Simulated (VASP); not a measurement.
Write the native input for VASP 6.6.1 that does the following.

```
Task                   : relaxation of the atoms
Functional             : PBEsol
Potentials or basis    : VASP PAW PBE potentials, release 64 (W_sv, S)
Cutoff                 : 520 eV
k mesh                 : 12 × 12 × 2
Occupations            : gaussian, width 0.02 eV
Spin                   : no spin polarisation
Dipole correction      : no
Further INCAR settings : ALGO = Normal; EDIFF = 1e-06; IBRION = 2; EDIFFG = -0.008; NSW = 60
```

The structure of WS2 lies in POSCAR:

```
WS2
1.0
    3.1457762274      0.0000000000      0.0000000000
   -1.5728881137      2.7243221276      0.0000000000
    0.0000000000      0.0000000000     16.4448184299
W S
1 2
Direct
    0.3333333333      0.6666666667      0.0000000000
    0.6666666667      0.3333333333      0.9061781472
    0.6666666667      0.3333333333      0.0938218528
```

This cell differs from its parent crystal: strain along c alone, the other axes held: -3.0 %.

One way to write it, as run:

INCAR

```
PREC = Accurate
ENCUT = 520
EDIFF = 1E-6
ISMEAR = 0
SIGMA = 0.02
LREAL = F
LASPH = T
NELM = 100
ALGO = Normal
ISIF = 2
LWAVE = F
LCHARG = F
GGA = PS
IBRION = 2
NSW = 60
EDIFFG = -0.008
```

KPOINTS

```
Automatic mesh
0
Gamma
  12 12 2
```

Potentials or basis: VASP PAW PBE potentials, release 64 (W_sv, S).

The run is started by

```console
$ cat potpaw_PBE.64/W_sv/POTCAR potpaw_PBE.64/S/POTCAR > POTCAR
$ mpirun -np 1 vasp_std > vasp.out
```

It gave:

```
Energy gained by relaxing : 4.3 meV/atom
Ionic steps               : 3
Band gap on the k mesh    : 1.94 eV
```

Caveat: the cell differs from its parent crystal (strain along c alone, the other axes held: -3.0 %); there is no dipole correction, which matters where the two faces differ; spin-orbit coupling is left out, which moves the levels of the heavy elements.

It took 4.4 min on 1 thread of Intel Xeon 8259CL, with other jobs on the host, peak memory 0.31 GiB.
